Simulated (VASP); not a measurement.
# NaCl (Fm-3m) in VASP: notebook

NaCl is run at these levels: BLYP, LDA; tasks: single point, elastic constants, vibrations by perturbation theory.

Everything below comes from runs of VASP 6.6.1. Logs are shortened: lines on timing, memory, paths and dates and some standing lists are left out, and cuts for length are marked.

## (1) The cell of the first run

Symmetry: Fm-3m, No. 225, cubic system. Conventional cell: a = 5.588 Å, b = 5.588 Å, c = 5.588 Å, α = 90.00°, β = 90.00°, γ = 90.00°. Cl (site symmetry m-3m) has 6 Na at 2.79 Å within 3.7 Å. Within 3.7 Å of Na (site symmetry m-3m) lie 6 Cl at 2.79 Å.

## (2) Single point, BLYP

Input file POSCAR:

```
NaCl
1.0
    0.0000000000      2.7940632177      2.7940632177
    2.7940632177      0.0000000000      2.7940632177
    2.7940632177      2.7940632177      0.0000000000
Cl Na
1 1
Direct
    0.5000000000      0.5000000000      0.5000000000
    0.0000000000      0.0000000000      0.0000000000
```

Input file INCAR.step1:

```
SYSTEM = NaCl
  AGGAC = 1.0
  AGGAX = 1.0
  ALDAC = 0.0
  ALDAX = 1.0
  ALGO = Normal
  EDIFF = 1E-6
  ENCUT = 520
  GGA = B5
  ISIF = 2
  ISMEAR = -1
  LASPH = .TRUE.
  LCHARG = .TRUE.
  LREAL = .FALSE.
  LWAVE = .FALSE.
  NBANDS = 14
  NELM = 80
  PREC = Accurate
  SIGMA = 0.05
```

Input file KPOINTS.step1:

```
k-points
0
G
  5 5 5
  0 0 0
```

Input file INCAR.step2:

```
SYSTEM = NaCl
  AGGAC = 1.0
  AGGAX = 1.0
  ALDAC = 0.0
  ALDAX = 1.0
  ALGO = Normal
  EDIFF = 1E-6
  ENCUT = 520
  GGA = B5
  ICHARG = 11
  ISIF = 2
  ISMEAR = -5
  LASPH = .TRUE.
  LCHARG = .FALSE.
  LORBIT = 11
  LREAL = .FALSE.
  LWAVE = .FALSE.
  NBANDS = 14
  NEDOS = 2001
  NELM = 80
  PREC = Accurate
  SIGMA = 0.05
```

Input file KPOINTS.step2:

```
k-points
0
G
  8 8 8
  0 0 0
```

Potentials or basis: VASP PAW PBE potentials, release 64 (Cl, Na_pv).

Launch:

```
cat potpaw_PBE.64/Cl/POTCAR potpaw_PBE.64/Na_pv/POTCAR > POTCAR
cp INCAR.step1 INCAR
cp KPOINTS.step1 KPOINTS
mpirun -np 1 vasp_std > vasp.out
cp INCAR.step2 INCAR
cp KPOINTS.step2 KPOINTS
mpirun -np 1 vasp_std > vasp.out
```

OUTCAR:

```text
SYSTEM = NaCl
   EDIFF = 1E-6
   ENCUT = 520
   GGA = B5
   ICHARG = 11
   ISIF = 2
   ISMEAR = -5
   LASPH = .TRUE.
   LORBIT = 11
   LREAL = .FALSE.
   NELM = 80
   PREC = Accurate

 ion  position               nearest neighbor table
   1  0.500  0.500  0.500-
   2  0.000  0.000  0.000-

  LATTYP: Found a face centered cubic cell.
 ALAT       =     5.5881264354

  Lattice vectors:

 A1 = (   0.0000000000,   2.7940632177,   2.7940632177)
 A2 = (   2.7940632177,   0.0000000000,   2.7940632177)
 A3 = (   2.7940632177,   2.7940632177,   0.0000000000)

Analysis of symmetry for initial positions (statically):
=====================================================================
 Subroutine PRICEL returns:
 Original cell was already a primitive cell.

 Routine SETGRP: Setting up the symmetry group for a
 face centered cubic supercell.

 Subroutine GETGRP returns: Found 48 space group operations
 (whereof 48 operations were pure point group operations)
 out of a pool of 48 trial point group operations.

The static configuration has the point symmetry O_h .

Analysis of symmetry for dynamics (positions and initial velocities):
=====================================================================
 Subroutine PRICEL returns:
 Original cell was already a primitive cell.

 Routine SETGRP: Setting up the symmetry group for a
 face centered cubic supercell.

 Subroutine GETGRP returns: Found 48 space group operations
 (whereof 48 operations were pure point group operations)
 out of a pool of 48 trial point group operations.

The dynamic configuration has the point symmetry O_h .

 Subroutine INISYM returns: Found 48 space group operations
 (whereof 48 operations are pure point group operations),
 and found     1 'primitive' translations

----------------------------------------------------------------------------------------

                                     Primitive cell

  volume of cell :      43.6253

  direct lattice vectors                    reciprocal lattice vectors
     0.000000000  2.794063218  2.794063218    -0.178950854  0.178950854  0.178950854
     2.794063218  0.000000000  2.794063218     0.178950854 -0.178950854  0.178950854
     2.794063218  2.794063218  0.000000000     0.178950854  0.178950854 -0.178950854

  length of vectors
     3.951402097  3.951402097  3.951402097     0.309951972  0.309951972  0.309951972

  position of ions in fractional coordinates (direct lattice)
     0.500000000  0.500000000  0.500000000
     0.000000000  0.000000000  0.000000000

[... 97 lines left out ...]
     AMIX     =   0.40;   BMIX     =  1.00
     AMIX_MAG =   1.60;   BMIX_MAG =  1.00
  volume/ion in A,a.u.               =      21.81       147.20
  Fermi-wavevector in a.u.,A,eV,Ry     =   1.120825  2.118053 17.092312  1.256249
  Thomas-Fermi vector in A             =   2.257475
   LORBIT       =     11    0 simple, 1 ext, 2 COOP (PROOUT), +10 PAW based schemes
   GGA     = B5    functional components
   LHFCALC =     F    Hartree Fock is set to
   AEXX    =    0.0000 exact exchange contribution
   IVDW    =     0    specifies the selected vdW correction
   LEPSILON=     F    determine dielectric tensor
   LRPA    =     F    only Hartree local field effects (RPA)
 non-spin polarized calculation
 Fermi weights with tetrahedron method with Bloechl corrections
  energy-cutoff  :      520.00
  volume of cell :       43.63
 maximum number of plane-waves:      1211
 NGX is ok and might be reduce to    30

 number of electron      14.0000007 magnetization

 Free energy of the ion-electron system (eV)
  ---------------------------------------------------
  ext. energy  EPLUGINS =         0.00000000
  ---------------------------------------------------
  free energy    TOTEN  =        -6.36648053 eV

  energy without entropy =       -6.36648053  energy(sigma->0) =       -6.36648053

 E-fermi :  -0.2752     XC(G=0):  -7.9702

 val. band max:       -0.2855499483   @ k =   0.0000   0.0000   0.0000
 cond. band min:       4.9818333108   @ k =   0.0000   0.0000   0.0000
 fundamental gap:      5.2673832591
 Fermi energy:        -0.2751563311

 k-point     1 :       0.0000    0.0000    0.0000
  band No.  band energies     occupation
      1     -21.3251      2.00000
      2     -21.3251      2.00000
      3     -21.3251      2.00000
      4     -12.9792      2.00000
      5      -0.2856      2.00000
      6      -0.2855      2.00000
      7      -0.2855      2.00000
      8       4.9818      0.00000
      9      10.8840      0.00000
     10      10.8840      0.00000
     11      10.8840      0.00000
     12      13.0250      0.00000
     13      13.0250      0.00000
     14      15.0467      0.00000
[... 377 lines left out ...]
      1     -21.3507      2.00000
      2     -21.3339      2.00000
      3     -21.3298      2.00000
      4     -12.5818      2.00000
      5      -1.9959      2.00000
      6      -1.0758      2.00000
      7      -0.7165      2.00000
      8       8.2152      0.00000
      9       9.3156      0.00000
     10      10.1980      0.00000
     11      11.5315      0.00000
     12      14.2134      0.00000
     13      15.4870      0.00000
     14      16.4801      0.00000

 [... further k-points ...]

------------------------ aborting loop because EDIFF is reached ----------------------------------------

  FORCE on cell =-STRESS in cart. coord.  units (eV):
  Direction    XX          YY          ZZ          XY          YZ          ZX
  --------------------------------------------------------------------------------------
  -------------------------------------------------------------------------------------
  Total        0.6392842      0.6392842      0.6392842      0.0000000      0.0000000     -0.0000000
  in kB       23.4782568     23.4782568     23.4782568      0.0000000      0.0000000     -0.0000000
  external PRESSURE =      23.4782568 kB  Pullay stress =       0.0000000 kB

 VOLUME and BASIS-vectors are now :
 -----------------------------------------------------------------------------
  energy-cutoff  :      520.00
  volume of cell :       43.63
      direct lattice vectors                 reciprocal lattice vectors
     0.000000000  2.794063218  2.794063218    -0.178950854  0.178950854  0.178950854
     2.794063218  0.000000000  2.794063218     0.178950854 -0.178950854  0.178950854
     2.794063218  2.794063218  0.000000000     0.178950854  0.178950854 -0.178950854

 POSITION                                       TOTAL-FORCE (eV/Angst)
 -----------------------------------------------------------------------------------
      2.79406      2.79406      2.79406        -0.000000     -0.000000      0.000000
      0.00000      0.00000      0.00000         0.000000      0.000000     -0.000000
 -----------------------------------------------------------------------------------
    total drift:                                0.000000      0.000000      0.000000

  FREE ENERGIE OF THE ION-ELECTRON SYSTEM (eV)
  ---------------------------------------------------
  free  energy   TOTEN  =        -6.3664805338 eV

  energy  without entropy=       -6.3664805338  energy(sigma->0) =       -6.36648053

 total charge

# of ion       s       p       d       tot
------------------------------------------
    1        1.603   3.595   0.000   5.198
    2        0.045   5.981   0.000   6.027
--------------------------------------------------
tot          1.648   9.576   0.000  11.225
```

OUTCAR.step1:

```text
SYSTEM = NaCl
   EDIFF = 1E-6
   ENCUT = 520
   GGA = B5
   ISIF = 2
   ISMEAR = -1
   LASPH = .TRUE.
[... 374 lines left out ...]
      2.79406      2.79406      2.79406         0.000000     -0.000000      0.000000
      0.00000      0.00000      0.00000        -0.000000      0.000000     -0.000000
 -----------------------------------------------------------------------------------
    total drift:                               -0.000000      0.000000      0.000000

  FREE ENERGIE OF THE ION-ELECTRON SYSTEM (eV)
  ---------------------------------------------------
  free  energy   TOTEN  =        -6.3662417132 eV

  energy  without entropy=       -6.3662417132  energy(sigma->0) =       -6.36624171
```

OSZICAR.step1:

```text
N       E                     dE             d eps       ncg     rms          rms(c)
DAV:   1     0.102561506225E+03    0.10256E+03   -0.69234E+03   280   0.972E+02
DAV:   2     0.118027887039E+01   -0.10138E+03   -0.93939E+02   316   0.269E+02
DAV:   3    -0.650500373445E+01   -0.76853E+01   -0.76513E+01   364   0.702E+01
DAV:   4    -0.662138093389E+01   -0.11638E+00   -0.11634E+00   316   0.942E+00
DAV:   5    -0.662391922688E+01   -0.25383E-02   -0.25381E-02   364   0.139E+00    0.217E+00
DAV:   6    -0.638492652302E+01    0.23899E+00   -0.40137E-01   346   0.368E+00    0.149E+00
DAV:   7    -0.636512004932E+01    0.19806E-01   -0.89724E-02   360   0.169E+00    0.110E+00
DAV:   8    -0.636639895527E+01   -0.12789E-02   -0.66985E-03   328   0.805E-01    0.328E-01
DAV:   9    -0.636620494826E+01    0.19401E-03   -0.40231E-04   346   0.145E-01    0.116E-01
DAV:  10    -0.636624235256E+01   -0.37404E-04   -0.92001E-05   334   0.876E-02    0.119E-02
DAV:  11    -0.636624171322E+01    0.63933E-06   -0.39562E-06   352   0.235E-02
   1 F= -.63662417E+01 E0= -.63662417E+01  d E =-.666225E-10
```

Run time: 41 s. Hardware: 1 thread of Intel Xeon 8259CL, shared host; peak memory 0.16 GiB.

What came out:

| Property | Result |
| --- | --- |
| Valence electrons inside the program's atomic spheres | Cl 5.20; Na 6.03 |

Caveat: the PAW data sets were made with another functional, which shifts forces and pressure a little.

## (3) Elastic constants, LDA

Input file INCAR:

```
SYSTEM = NaCl
ALGO = Normal ; EDIFF = 1E-8
ENCUT = 600 ; GGA = CA
IBRION = 6 ; ISIF = 3
ISMEAR = 0 ; LASPH = .True.
LCHARG = .True. ; LREAL = .False.
LWAVE = .False. ; NELM = 100
NFREE = 2 ; NSW = 1
POTIM = 0.015 ; PREC = Accurate
SIGMA = 0.01
```

Input file KPOINTS:

```
k-points
0
Gamma
  6 6 6
  0 0 0
```

POSCAR is that of step 2.

Potentials or basis: VASP PAW LDA potentials, release 64 (Cl, Na_pv).

Launch:

```
cat potpaw_LDA.64/Cl/POTCAR potpaw_LDA.64/Na_pv/POTCAR > POTCAR
mpirun -np 1 vasp_std > vasp.out
```

It took 4.4 min on 1 thread of Intel Xeon 8259CL, shared host; peak memory 0.19 GiB.

It converged, with:

```
Elastic constants C11, C12, C44                         : 51, 12, 13 GPa
Voigt bulk modulus                                      : 25 GPa
Highest phonon frequency at Γ, LO-TO splitting left out : 159 cm⁻¹
```

Phonon frequencies in cm⁻¹ (negative: imaginary):
```
              q point        frequencies
(0.000, 0.000, 0.000)  0 0 0 159 159 159
```

Elastic tensor in Voigt notation (GPa, in the Cartesian axes of the cell as first typed):
```
51 12 12  0  0  0
12 51 12  0  0  0
12 12 51  0  0  0
 0  0  0 13  0  0
 0  0  0  0 13  0
 0  0  0  0  0 13
```

Clamped-ion elastic tensor (GPa):
```
51 12 12  0  0  0
12 51 12  0  0  0
12 12 51  0  0  0
 0  0  0 13  0  0
 0  0  0  0 13  0
 0  0  0  0  0 13
```

Caveat: the cell is under stress, which shifts elastic constants.

## (4) Vibrations by perturbation theory, LDA

Input file INCAR:

```
  PREC = Accurate
  ENCUT = 520
  EDIFF = 1E-8
  ISMEAR = 0
  SIGMA = 0.01
  LREAL = F
  LASPH = T
  NELM = 100
  ALGO = Normal
  ISIF = 2
  LWAVE = F
  LCHARG = F
  IBRION = 8
  NSW = 1
  LEPSILON = T
```

Input file KPOINTS:

```
Automatic mesh
0
Gamma
  6 6 6
```

POSCAR is that of step 3.

Potentials or basis: VASP PAW LDA potentials, release 64 (Cl, Na_pv).

Launch:

```
cat potpaw_LDA.64/Cl/POTCAR potpaw_LDA.64/Na_pv/POTCAR > POTCAR
mpirun -np 1 vasp_std > vasp.out
```

OUTCAR:

```text
PREC = Accurate
   ENCUT = 520
   EDIFF = 1E-8
   ISMEAR = 0
   LREAL = F
   LASPH = T
   NELM = 100
   ISIF = 2
   IBRION = 8
   NSW = 1
   LEPSILON = T

 ion  position               nearest neighbor table
   1  0.500  0.500  0.500-
   2  0.000  0.000  0.000-

  LATTYP: Found a face centered cubic cell.
 ALAT       =     5.5881264354

  Lattice vectors:

 A1 = (   0.0000000000,   2.7940632177,   2.7940632177)
 A2 = (   2.7940632177,   0.0000000000,   2.7940632177)
 A3 = (   2.7940632177,   2.7940632177,   0.0000000000)

Analysis of symmetry for initial positions (statically):
=====================================================================
 Subroutine PRICEL returns:
 Original cell was already a primitive cell.

 Routine SETGRP: Setting up the symmetry group for a
[... 511 lines left out ...]
  z     0.00000     0.00000     0.00000     0.00000     0.00000     0.00000

 SECOND DERIVATIVES (NOT SYMMETRIZED)
 ------------------------------------
               1X          1Y          1Z          2X          2Y          2Z
  1X    -1.298662    0.000000    0.000000    1.298662    0.000000    0.000000
  1Y     0.000000   -1.298662    0.000000    0.000000    1.298662    0.000000
  1Z     0.000000    0.000000   -1.298662    0.000000    0.000000    1.298662
  2X     1.318362    0.000000    0.000000   -1.318362    0.000000    0.000000
  2Y     0.000000    1.318362    0.000000    0.000000   -1.318362    0.000000
  2Z     0.000000    0.000000    1.318362    0.000000    0.000000   -1.318362

 Eigenvectors and eigenvalues of the dynamical matrix
 ----------------------------------------------------

   1 f  =    4.792489 THz    30.112095 2PiTHz  159.860219 cm-1    19.820132 meV
             X         Y         Z           dx          dy          dz
      2.794063  2.794063  2.794063     0.000000    0.624332    0.000000
      0.000000  0.000000  0.000000     0.000000   -0.781159    0.000000
[... 21 lines left out ...]
   6 f/i=    0.017595 THz     0.110553 2PiTHz    0.586909 cm-1     0.072767 meV
             X         Y         Z           dx          dy          dz
      2.794063  2.794063  2.794063     0.000000    0.000000    0.781159
      0.000000  0.000000  0.000000     0.000000    0.000000    0.624332

--------------------------------------------------------------------------------------------------------

 MACROSCOPIC STATIC DIELECTRIC TENSOR IONIC CONTRIBUTION
 ------------------------------------------------------
           3.776355    -0.000000    -0.000000
          -0.000000     3.776355     0.000000
          -0.000000     0.000000     3.776355
 ------------------------------------------------------

 ELASTIC MODULI CONTR FROM IONIC RELAXATION (kBar)
 Direction    XX          YY          ZZ          XY          YZ          ZX
 --------------------------------------------------------------------------------
 XX           0.0000      0.0000      0.0000      0.0000      0.0000      0.0000
 YY           0.0000      0.0000      0.0000      0.0000      0.0000      0.0000
 ZZ           0.0000      0.0000      0.0000      0.0000      0.0000      0.0000
 XY           0.0000      0.0000      0.0000      0.0000      0.0000      0.0000
 YZ           0.0000      0.0000      0.0000      0.0000      0.0000      0.0000
 ZX           0.0000      0.0000      0.0000      0.0000      0.0000      0.0000
 --------------------------------------------------------------------------------

 PIEZOELECTRIC TENSOR IONIC CONTR  for field in x, y, z        (C/m^2)
          XX          YY          ZZ          XY          YZ          ZX
  --------------------------------------------------------------------------------
  x     0.00000     0.00000     0.00000     0.00000     0.00000     0.00000
  y     0.00000     0.00000     0.00000     0.00000     0.00000     0.00000
  z     0.00000     0.00000     0.00000     0.00000     0.00000     0.00000
```

stdout:

```text
POSCAR found type information on POSCAR ClNa
 POSCAR found :  2 types and       2 ions
 scaLAPACK will be used
 LDA part: xc-table for (Slater(with rela. corr.)+CA(PZ))
 , standard interpolation
 POSCAR, INCAR and KPOINTS ok, starting setup
 FFT: planning ... GRIDC
 FFT: planning ... GRID_SOFT
 FFT: planning ... GRID
 WAVECAR not read
 entering main loop
[... 23 lines left out ...]
  Direction:   3
 dielectric tensor                  component  3 :     0.022     0.113     2.611
 Linear response DOF=           2
 Linear response progress:
 first order change of Fermi-energy  -0.92410E-05
 force on displaced ion       1 direction 1 :  -1.299   0.000   0.000
 Born effective charge ion    1 direction 1 :  -1.092   0.000   0.000
 Linear response progress:
 first order change of Fermi-energy  -0.38860E-04
 force on displaced ion       2 direction 1 :  -1.318   0.000   0.000
 Born effective charge ion    2 direction 1 :   1.091   0.000   0.000
 Born effective charges drift removed
 Linear response finished
```

It took 2.5 min on 1 thread of Intel Xeon 8259CL, shared host; peak memory 0.19 GiB.

What came out:

```
Electronic dielectric tensor (diagonal)                 : 2.61
Born charges (mean of the diagonal)                     : Cl -1.09; Na +1.09 e
Highest phonon frequency at Γ, LO-TO splitting left out : 160 cm⁻¹
```

Phonon frequencies in cm⁻¹ (negative: imaginary):
```
              q point           frequencies
(0.000, 0.000, 0.000)  -1 -1 -1 160 160 160
```

Electronic dielectric tensor:
```
2.61 0.00 0.00
0.00 2.61 0.00
0.00 0.00 2.61
```

Born effective charge tensors (e):
atom 1, Cl
```
-1.09  0.00  0.00
 0.00 -1.09  0.00
 0.00  0.00 -1.09
```
atom 2, Na
```
1.09 0.00 0.00
0.00 1.09 0.00
0.00 0.00 1.09
```

Caveat: the cell stands under pressure or tension, which shifts response properties.
